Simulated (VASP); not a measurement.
## Ag4O: single point with PBEsol

Slab: Ag4O, a slab with vacuum.

```
Ag O
1.0
     2.86690    0.00000    0.00000
    -1.43345    2.48281    0.00000
     0.00000    0.00000   26.02245
Ag O
4 1
Direct
  0.66667 0.33333 0.32664
  0.33333 0.66667 0.41659
  0.99709 0.00291 0.50592
  0.66425 0.33575 0.59441
  0.33352 0.66648 0.64372
```

| Item | Value |
| --- | --- |
| Program | VASP 6.6.1 |
| Task | single point |
| Functional | PBEsol |
| Potentials or basis | VASP PAW PBE potentials, release 64 (Ag, O) |
| Cutoff | 520 eV |
| k mesh | 12 × 12 × 1 |
| Occupations | gaussian, width 0.1 eV |
| Spin | no spin polarisation |

```json
{
  "Largest force": "0.044 eV/Å",
  "Band gap on the k mesh": "zero (band 25 reaches 2.64 eV, above the bottom of band 26 at -1.04 eV)"
}
```

Forces on the atoms (eV/Å):
```
Ag   0.000  0.000  0.037
Ag  -0.007  0.004 -0.027
Ag   0.007 -0.004 -0.016
Ag   0.025 -0.015 -0.026
O   -0.025  0.015  0.033
```

Levels at points of the mesh, in eV from the Fermi level:
```csv
k point,band 23,band 24,band 25,band 26,band 27,band 28
"(0.00, 0.00, 0.00)",-3.02,-3.01,-1.37,-0.23,0.26,0.28
"(0.50, 0.00, 0.00)",-1.34,-0.05,0.25,1.08,1.54,3.79
"(0.50, 0.50, 0.00)",-1.36,-0.07,0.24,1.09,1.55,3.80
```

It took 7.7 min on 1 thread of Intel(R) Xeon(R) Platinum 8559C (Emerald Rapids), with other jobs on the host, peak memory 0.43 GiB.

Caveat: the PAW data sets were made with another functional, which shifts forces and pressure a little.
